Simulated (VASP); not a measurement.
Write the native input for VASP 6.6.1 that does the following.

| Item | Value |
| --- | --- |
| Task | single point |
| Functional | PBE |
| Potentials or basis | VASP PAW PBE potentials, release 64 (Ba_sv, Ti_sv, O_h) |
| Cutoff | 1000 eV |
| k mesh | 6 × 6 × 6 |
| Occupations | gaussian, width 0.05 eV |
| Spin | no spin polarisation |
| Dipole correction | no |
| k mesh for the DOS | 9 × 9 × 9 |
| Occupations for the DOS | tetrahedron |
| Further INCAR settings | ALGO = Normal; EDIFF = 1e-06 |

Crystal: BaTiO3.

```
Ba Ti O
1.0
     4.01926    0.00000    0.00000
     0.00000    4.01926    0.00000
     0.00000    0.00000    4.01926
Ba Ti O
1 1 3
Direct
  0.50000 0.50000 0.50000
  0.00000 0.00000 0.00000
  0.50000 0.00000 0.00000
  0.00000 0.50000 0.00000
  0.00000 0.00000 0.50000
```

One way to write it, as run:

POSCAR

```
BaTiO3
1.0
    4.0192633565      0.0000000000      0.0000000000
    0.0000000000      4.0192633565      0.0000000000
    0.0000000000      0.0000000000      4.0192633565
Ba Ti O
1 1 3
Direct
    0.5000000000      0.5000000000      0.5000000000
    0.0000000000      0.0000000000      0.0000000000
    0.5000000000      0.0000000000      0.0000000000
    0.0000000000      0.5000000000      0.0000000000
    0.0000000000      0.0000000000      0.5000000000
```

INCAR.step1

```
PREC = Accurate
ENCUT = 1000
EDIFF = 1E-6
ISMEAR = 0
SIGMA = 0.05
LREAL = F
LASPH = T
NELM = 120
ALGO = Normal
ISIF = 2
LWAVE = F
LCHARG = T
LMAXMIX = 4
GGA = PE
NBANDS = 28
GGA_COMPAT = F
NEDOS = 2001
LORBIT = 11
```

KPOINTS.step1

```
regular mesh
0
Gamma
  6 6 6
```

INCAR.step2

```
PREC = Accurate
ENCUT = 1000
EDIFF = 1E-6
ISMEAR = -5
SIGMA = 0.05
LREAL = F
LASPH = T
NELM = 120
ALGO = Normal
ISIF = 2
LWAVE = F
LCHARG = F
LMAXMIX = 4
GGA = PE
LORBIT = 11
NEDOS = 1001
ICHARG = 11
GGA_COMPAT = F
```

KPOINTS.step2

```
regular mesh
0
Gamma
  9 9 9
```

Potentials or basis: VASP PAW PBE potentials, release 64 (Ba_sv, Ti_sv, O_h).

Run with:

```bash
$ cat potpaw_PBE.64/Ba_sv/POTCAR potpaw_PBE.64/Ti_sv/POTCAR potpaw_PBE.64/O_h/POTCAR > POTCAR
$ cp INCAR.step1 INCAR
$ cp KPOINTS.step1 KPOINTS
$ mpirun -np 1 vasp_std > vasp.out
$ cp INCAR.step2 INCAR
$ cp KPOINTS.step2 KPOINTS
$ mpirun -np 1 vasp_std > vasp.out
```

Results of the run:

* Valence electrons inside the program's atomic spheres: Ba 7.98; Ti 10.15; O 3.36

Wall time 92 s on 1 thread of Intel(R) Xeon(R) 6975P-C (Granite Rapids), with other jobs on the host, peak memory 0.35 GiB.
